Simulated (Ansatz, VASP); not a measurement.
# SnO2: VASP beside Ansatz

Contents of INCAR:

```
SYSTEM = SnO2
PREC = Accurate
ENCUT = 520
EDIFF = 1E-8
ISMEAR = -1
SIGMA = 0.03
LREAL = .False.
LASPH = .True.
NELM = 100
ALGO = Normal
ISIF = 2
LWAVE = .False.
LCHARG = .False.
GGA = CA
LEFG = .True.
NBANDS = 35
```

KPOINTS

```
regular mesh
0
Gamma
  4 4 6
  0 0 0
```

Contents of POSCAR:

```
SnO2
1.0
    4.7373500000     -0.0473735000     -0.0473735000
   -0.0473735000      4.7373500000     -0.0473735000
   -0.0318640000     -0.0318640000      3.1864000000
Sn O
2 4
Direct
    0.0000000000      0.0000000000      0.0000000000
    0.5000000000      0.5000000000      0.5000000000
    0.3056200000      0.3056200000      0.0000000000
    0.1943800000      0.8056200000      0.5000000000
    0.6943800000      0.6943800000      0.0000000000
    0.8056200000      0.1943800000      0.5000000000
```

Input for Ansatz:

```yaml
crystal:
  lattice:
    - [4.73735, -0.0473735, -0.0473735]
    - [-0.0473735, 4.73735, -0.0473735]
    - [-0.031864, -0.031864, 3.1864]
  atoms:
    - { symbol: Sn, position: [0.0, 0.0, 0.0] }
    - { symbol: Sn, position: [0.5, 0.5, 0.5] }
    - { symbol: O, position: [0.30562, 0.30562, 0.0] }
    - { symbol: O, position: [0.19438, 0.80562, 0.5] }
    - { symbol: O, position: [0.69438, 0.69438, 0.0] }
    - { symbol: O, position: [0.80562, 0.19438, 0.5] }
kpoints:
  mp_grid: { grid: [4, 4, 6] }
scf:
  occupations: { method: fermi_dirac, width: 0.03 }
hamiltonian:
  xc: lda
  pseudopotentials: { kind: paw }
output:
  forces: true
  stress: true
  eigenvalues: true
  efg: { contact_densities: true }
```

Change from the starting cell: equal xy, yz and zx shear strains of -2 %, PAW files.

Alike in both runs: task electric field gradients; functional LDA; k mesh 4 × 4 × 6; occupations fermi-dirac, width 0.03 eV; no spin polarisation.

|  | VASP | Ansatz |
| --- | --- | --- |
| version | VASP 6.6.1 | Ansatz 0.2.0 |
| potentials or method | VASP PAW LDA potentials, release 64 (Sn_d, O) | PAW with Ansatz's default frozen-core files, scalar-relativistic |
| plane-wave cutoff (eV) | 520 | 420 |
| valence electrons in the cell | 52 | 52 |

|  | VASP | Ansatz | Ansatz less VASP |
| --- | --- | --- | --- |
| gap on the k mesh at the Fermi level (eV) | 1.14 | 1.11 | -0.034 |
| pressure (GPa) | 0.3 | -0.7 | -1.05 |
| traceless stress, the component that is largest in VASP (GPa) | 4.20 | 4.16 | -0.037 |
| rms of the force components (eV/Å) | 0.087 | 0.086 | -0.0013 |
| size of Vzz on the site where it differs most (V/Å²) | 84.3 | 76.4 | -7.83 |

LDA's correlation is that of Perdew and Zunger in VASP and of Perdew and Wang (1992) in Ansatz. Atom by atom the forces differ by 0.011 eV/Å (rms over components).
